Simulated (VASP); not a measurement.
Here is a VASP 6.6.1 calculation.

File INCAR:

```
  PREC = Accurate
  ENCUT = 520
  EDIFF = 1E-6
  ISMEAR = -1
  SIGMA = 0.01
  LREAL = False
  LASPH = True
  NELM = 150
  ALGO = Normal
  ISIF = 2
  LWAVE = False
  LCHARG = True
  MAGMOM = 0 0 0
  LORBIT = 11
  LSORBIT = True
  GGA_COMPAT = False
  LORBMOM = True
  LMAXMIX = 4
  GGA = PS
  LVHAR = True
  NBANDS = 19
```

Contents of KPOINTS:

```
Automatic mesh
0
Gamma
  12 12 12
```

POSCAR

```
Os
1.0
    0.0000000000      1.9187129938      1.9187129938
    1.9187129938      0.0000000000      1.9187129938
    1.9187129938      1.9187129938      0.0000000000
Os
1
Direct
    0.0000000000      0.0000000000      0.0000000000
```

Potentials or basis: VASP PAW PBE potentials, release 64 (Os).

Run with:

```console
$ cat potpaw_PBE.64/Os/POTCAR > POTCAR
$ mpirun -np 1 vasp_ncl > vasp.out
```

(1) What does it give for the pressure?

(2) What does it give for the net moment?

Results:

(1) -5.1 GPa.

(2) 0.00 μB per cell.

Caveat: the cell stands under tension; the PAW data sets were made with another functional, which shifts forces and pressure a little.
